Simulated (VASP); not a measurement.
Crystal: TaN.

```
Ta N
1.0
     0.00000   -2.18744   -2.18744
     0.00000    2.18744   -2.18744
     4.37489    0.00000    0.00000
Ta N
2 2
Direct
  0.50000 0.50000 0.98608
  0.00000 0.00000 0.51392
  0.50000 0.50000 0.47017
  0.00000 0.00000 0.02983
```

This cell differs from its parent crystal: mode 1 frozen in at -0.131 Å and mode 2 at +0.000 Å (largest displacements).

Base run:

```yaml
Program: VASP 6.6.1
Functional: PBEsol
Potentials_or_basis: VASP PAW PBE potentials, release 64 (Ta_pv, N)
Cutoff: 520 eV
k_mesh: 14 × 14 × 10
Occupations: gaussian, width 0.15 eV
Spin: no spin polarisation
```

Its results: band gap on the k mesh zero (band 16 reaches 11.14 eV, above the bottom of band 17 at 7.67 eV); pressure 1.5 GPa; largest force 1.326 eV/Å.

Q: The run is repeated on the same cell with these changes: potentials or basis from VASP PAW PBE potentials, release 64 (Ta_pv, N) to VASP PAW PBE potentials, release 64 (Ta_sv_GW, N); cutoff from 520 eV to 600 eV; further incar settings from ALGO = Normal; EDIFF = 1e-07; NBANDS = 24 to ALGO = Normal; EDIFF = 1e-06; NBANDS = 26; valence electrons from 32 to 36. What comes out?

A: Band gap on the k mesh zero (band 18 reaches 15.47 eV, above the bottom of band 19 at 12.00 eV); pressure 0.6 GPa; largest force 1.310 eV/Å.

Caveats: the PAW data sets were made with another functional, which shifts forces and pressure a little; spin-orbit coupling is left out, which moves the levels of the heavy elements.
